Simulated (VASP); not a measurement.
# Si (I4/mmm) in VASP: single point with LDA

Aim: the single point of Si with LDA.

All numbers are computed with VASP 6.6.1; they aren't measurements. Logs are shortened: lines on timing, memory, paths and dates and some standing lists are left out, and cuts for length are marked.

## Step 1: The cell of the first run

Symmetry: I4/mmm, No. 139, tetragonal system. The conventional cell has a = 3.254 Å, b = 3.254 Å, c = 2.641 Å, α = 90.00°, β = 90.00°, γ = 90.00°. Within 3.5 Å of Si (site symmetry 4/mmm) lie 14 Si at 2.64 to 3.25 Å.

## Step 2: Single point, LDA

Input file INCAR:

```
SYSTEM = Si
ALGO     = Normal         ! electronic algorithm
EDIFF    = 1E-6           ! SCF threshold, eV
ENCUT    = 500            ! plane-wave cutoff, eV
GGA      = CA             ! functional
GGA_COMPAT= .False.      
ISIF     = 2              ! what is computed and relaxed
ISMEAR   = 1              ! smearing method
LASPH    = .True.         ! aspherical terms in the spheres
LCHARG   = .False.        ! write CHGCAR
LREAL    = .False.        ! projectors in reciprocal space
LWAVE    = .False.        ! write WAVECAR
NBANDS   = 8              ! bands
NELM     = 120            ! most SCF steps
PREC     = Accurate       ! precision mode
SIGMA    = 0.1            ! smearing width, eV
```

Input file KPOINTS:

```
k-points
0
Gamma
  16 16 16
  0 0 0
```

Input file POSCAR:

```
Si
1.0
   -1.6269149300      1.6269149300      1.3203298500
    1.6269149300     -1.6269149300      1.3203298500
    1.6269149300      1.6269149300     -1.3203298500
Si
1
Direct
    0.0000000000      0.0000000000      0.0000000000
```

Potentials or basis: VASP PAW LDA potentials, release 64 (Si).

Started as:

```console
$ cat potpaw_LDA.64/Si/POTCAR > POTCAR
$ mpirun -np 1 vasp_std > vasp.out
```

OUTCAR:

```text
SYSTEM = Si
   EDIFF = 1E-6
   ENCUT = 500
   GGA = CA
   ISIF = 2
   ISMEAR = 1
   LASPH = .True.
   LREAL = .False.
   NELM = 120
   PREC = Accurate

 ion  position               nearest neighbor table
   1  0.000  0.000  0.000-

  LATTYP: Found a body centered tetragonal cell.
 ALAT       =     3.2538298600
 C/A-ratio  =     0.8115543263

  Lattice vectors:

 A1 = (  -1.6269149300,   1.6269149300,   1.3203298500)
 A2 = (   1.6269149300,  -1.6269149300,   1.3203298500)
 A3 = (   1.6269149300,   1.6269149300,  -1.3203298500)

Analysis of symmetry for initial positions (statically):
=====================================================================
 Subroutine PRICEL returns:
 Original cell was already a primitive cell.

 Routine SETGRP: Setting up the symmetry group for a
 body centered tetragonal supercell.

 Subroutine GETGRP returns: Found 16 space group operations
 (whereof 16 operations were pure point group operations)
 out of a pool of 16 trial point group operations.

The static configuration has the point symmetry D_4h.

Analysis of symmetry for dynamics (positions and initial velocities):
=====================================================================
 Subroutine PRICEL returns:
 Original cell was already a primitive cell.

 Routine SETGRP: Setting up the symmetry group for a
 body centered tetragonal supercell.

 Subroutine GETGRP returns: Found 16 space group operations
 (whereof 16 operations were pure point group operations)
 out of a pool of 16 trial point group operations.

The dynamic configuration has the point symmetry D_4h.

 Subroutine INISYM returns: Found 16 space group operations
 (whereof 16 operations are pure point group operations),
 and found     1 'primitive' translations

----------------------------------------------------------------------------------------

                                     Primitive cell

  volume of cell :      13.9789

  direct lattice vectors                    reciprocal lattice vectors
    -1.626914930  1.626914930  1.320329850     0.000000000  0.307330144  0.378693249
     1.626914930 -1.626914930  1.320329850     0.307330144  0.000000000  0.378693249
[... 74 lines left out ...]
   PREC   = accura    normal or accurate (medium, high low for compatibility)
   ISTART =      0    job   : 0-new  1-cont  2-samecut
   ICHARG =      2    charge: 1-file 2-atom 10-const
   ISPIN  =      1    spin polarized calculation?
   LNONCOLLINEAR =      F non collinear calculations
   LSORBIT =      F    spin-orbit coupling
   LASPH  =      T    aspherical Exc in radial PAW
   ENCUT  =  500.0 eV  36.75 Ry    6.06 a.u.   4.84  4.84  4.84*2*pi/ulx,y,z
   NELM   =    120;   NELMIN=  2; NELMDL= -5     # of ELM steps
   EDIFF  = 0.1E-05   stopping-criterion for ELM
   LREAL  =      F    real-space projection
   EDIFFG = 0.1E-04   stopping-criterion for IOM
   NSW    =      0    number of steps for IOM
   IBRION =     -1    ionic relax: 0-MD 1-quasi-New 2-CG
   NFREE  =      0    steps in history (QN), initial steepest desc. (CG)
   ISIF   =      2    stress and relaxation
   ISYM   =      2    0-nonsym 1-usesym 2-fastsym
   POTIM  = 0.5000    time-step for ionic-motion
   TEBEG  =    0.0;   TEEND  =   0.0 temperature during run
   PSTRESS=    0.0 pullay stress
   NELECT =       4.0000    total number of electrons
   NUPDOWN=      -1.0000    fix difference up-down
   EMIN   =  10.00;   EMAX   =-10.00  energy-range for DOS
   EFERMI =   0.00;   METHOD = LEGACY
   ISMEAR =     1;   SIGMA  =   0.10  broadening in eV -4-tet -1-fermi 0-gaus
   EFERMI_NEDOS =   21; number of points for ismear=-14 and -15
   IALGO  =     38    algorithm
   IMIX   =      4    mixing-type and parameters
     AMIX     =   0.40;   BMIX     =  1.00
     AMIX_MAG =   1.60;   BMIX_MAG =  1.00
  volume/ion in A,a.u.               =      13.98        94.33
  Fermi-wavevector in a.u.,A,eV,Ry     =   1.078791  2.038620 15.834335  1.163791
  Thomas-Fermi vector in A             =   2.214739
   LORBIT       =      0    0 simple, 1 ext, 2 COOP (PROOUT), +10 PAW based schemes
   GGA     = CA    functional components
   LHFCALC =     F    Hartree Fock is set to
   AEXX    =    0.0000 exact exchange contribution
   IVDW    =     0    specifies the selected vdW correction
   LEPSILON=     F    determine dielectric tensor
   LRPA    =     F    only Hartree local field effects (RPA)
 non-spin polarized calculation
 Methfessel and Paxton  Order N= 1 SIGMA  =   0.10
  energy-cutoff  :      500.00
  volume of cell :       13.98
 maximum number of plane-waves:       367
   NGX =  9   NGY =  9   NGZ =  9

 number of electron       3.9999999 magnetization

 Free energy of the ion-electron system (eV)
  ---------------------------------------------------
  ext. energy  EPLUGINS =         0.00000000
  ---------------------------------------------------
  free energy    TOTEN  =        -5.56952573 eV

  energy without entropy =       -5.56948506  energy(sigma->0) =       -5.56951217

 E-fermi :  10.4983     XC(G=0): -11.3943

 val. band max:       10.4835781703   @ k =   0.2500   0.1875   0.1250
 cond. band min:      10.5043103317   @ k =  -0.3750  -0.4375   0.3750
 fundamental gap:      0.0207321614
 Fermi energy:        10.4983166734

 k-point     1 :       0.0000    0.0000    0.0000
  band No.  band energies     occupation
      1      -4.1445      2.00000
      2      20.1288      0.00000
      3      20.5720      0.00000
      4      20.5720      0.00000
      5      23.5200      0.00000
      6      24.2239      0.00000
      7      25.7318      0.00000
      8      25.7318      0.00000
[... 243 lines left out ...]
 k-point    24 :      -0.0625    0.0625    0.0000
  band No.  band energies     occupation
      1      -4.0381      2.00000
      2      18.0741      0.00000
      3      20.6353      0.00000
      4      21.8296      0.00000
      5      23.4991      0.00000
      6      23.9695      0.00000
      7      25.4843      0.00000
      8      26.6273      0.00000

 [... further k-points ...]
[... 5 lines left out ...]
  --------------------------------------------------------------------------------------
  -------------------------------------------------------------------------------------
  Total       -0.0232859     -0.0232859     -0.0306080      0.0000000      0.0000000      0.0000000
  in kB       -2.6688931     -2.6688931     -3.5081097      0.0000000      0.0000000      0.0000000
  external PRESSURE =      -2.9486319 kB  Pullay stress =       0.0000000 kB

 VOLUME and BASIS-vectors are now :
 -----------------------------------------------------------------------------
  energy-cutoff  :      500.00
  volume of cell :       13.98
      direct lattice vectors                 reciprocal lattice vectors
    -1.626914930  1.626914930  1.320329850     0.000000000  0.307330144  0.378693249
     1.626914930 -1.626914930  1.320329850     0.307330144  0.000000000  0.378693249
     1.626914930  1.626914930 -1.320329850     0.307330144  0.307330144  0.000000000

 POSITION                                       TOTAL-FORCE (eV/Angst)
 -----------------------------------------------------------------------------------
      0.00000      0.00000      0.00000        -0.000000     -0.000000      0.000000
 -----------------------------------------------------------------------------------
    total drift:                                0.000000      0.000000      0.000000

  FREE ENERGIE OF THE ION-ELECTRON SYSTEM (eV)
  ---------------------------------------------------
  free  energy   TOTEN  =        -5.5695257303 eV

  energy  without entropy=       -5.5694850557  energy(sigma->0) =       -5.56951217
```

Wall time 31 s (1 thread of Intel Xeon 8259CL, shared host); peak memory 0.14 GiB.

What came out:

```yaml
Free_energy: -5.5695 eV
Pressure: -0.3 GPa
Band_gap_on_the_k_mesh: zero (band 2 reaches 20.34 eV, above the bottom of band 3 at 6.85 eV)
```

Levels at points of the mesh, in eV from the Fermi level:
```csv
k point,band 1,band 2,band 3,band 4,band 5,band 6,band 7
"(0.00, 0.00, 0.00)",-14.64,9.63,10.07,10.07,13.02,13.73,15.23
"(0.50, 0.00, 0.00)",-6.37,-6.03,4.80,6.39,6.58,9.33,18.72
"(0.50, 0.50, 0.00)",-8.48,-7.32,8.99,11.53,11.65,11.84,17.28
"(0.50, 0.50, 0.50)",-2.34,-2.34,-1.46,1.27,4.19,6.61,25.16
```
